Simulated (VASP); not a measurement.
Wanted: the native input for a VASP 6.6.1 run.

```yaml
Task: single point
Functional: PBE
Potentials_or_basis: VASP PAW PBE potentials, release 64 (Ge_d, Cl)
Cutoff: 520 eV
k_mesh: 4 × 4 × 4
Occupations: gaussian, width 0.1 eV
Spin: no spin polarisation
Dipole_correction: no
Further_INCAR_settings: ALGO = Fast; EDIFF = 1e-06; NBANDS = 26
```

The structure of GeCl3 lies in POSCAR:

```
GeCl3
1.0
    4.9063697900      0.0000000000      0.0000000000
    0.0000000000      4.9063697900      0.0000000000
    0.0000000000      0.0000000000      4.9063697900
Ge Cl
1 3
Direct
    0.5000000000      0.5000000000      0.5000000000
    0.0000000000      0.5000000000      0.5000000000
    0.5000000000      0.0000000000      0.5000000000
    0.5000000000      0.5000000000      0.0000000000
```

The cell was generated, and may not be a known phase.

These files were run (other wordings do the same):

INCAR

```
SYSTEM = GeCl3
PREC = Accurate
ENCUT = 520
EDIFF = 1E-6
ISMEAR = 0
SIGMA = 0.1
LREAL = .FALSE.
LASPH = .TRUE.
NELM = 80
ALGO = Fast
ISIF = 2
LWAVE = .FALSE.
LCHARG = .FALSE.
GGA = PE
NBANDS = 26
```

KPOINTS

```
regular mesh
0
G
  4 4 4
  0 0 0
```

Potentials or basis: VASP PAW PBE potentials, release 64 (Ge_d, Cl).

Command:

```sh
$ cat potpaw_PBE.64/Ge_d/POTCAR potpaw_PBE.64/Cl/POTCAR > POTCAR
$ mpirun -np 1 vasp_std > vasp.out
```

Results of the run:

```
Pressure               : 0.0 GPa
Band gap on the k mesh : zero (an odd number of electrons rules out a gap without spin polarisation)
```

Caveat: an odd number of electrons without spin polarisation forces a metal; a magnetic or distorted state may lie lower.

Wall time 37 s on 1 thread of Oxide Virtual Turin-like Processor (shared host), peak memory 0.17 GiB.
